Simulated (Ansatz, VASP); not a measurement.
**One calculation of TlRu3, two programs**

```
Tl Ru
1.0
     3.98298    0.00000    0.00000
     0.00000    3.98298    0.00000
     0.00000    0.00000    3.98298
Tl Ru
1 3
Direct
  0.00000 0.00000 0.00000
  0.00000 0.50000 0.50000
  0.50000 0.00000 0.50000
  0.50000 0.50000 0.00000
```

Alike in both runs: functional PBE; k mesh 12 × 12 × 12; occupations gaussian, width 0.1 eV; no spin polarisation.

Ansatz relaxed the structure, and its values are those at the end. VASP's run is a single point on that final structure, the one shown.

|  | VASP | Ansatz |
| --- | --- | --- |
| version | VASP 6.6.1 | Ansatz 0.2.0 |
| potentials or method | VASP PAW PBE potentials, release 64 (Tl_d, Ru_pv), cutoff 520 eV | scalar-relativistic, plane waves, PAW |
| valence electrons in the cell | 55 | 61 |

|  | VASP | Ansatz | Ansatz less VASP |
| --- | --- | --- | --- |
| gap on the k mesh at the Fermi level (eV) | none | none | - |
| pressure (GPa) | 0.0 | 0.0 | -0.02 |

A gap of «none» marks a metal or a gap that the smearing closes. VASP's potentials hold 55 valence electrons a cell and Ansatz's 61, so a difference there can come from the potentials and not from the codes.

Neither program's run includes spin-orbit coupling.
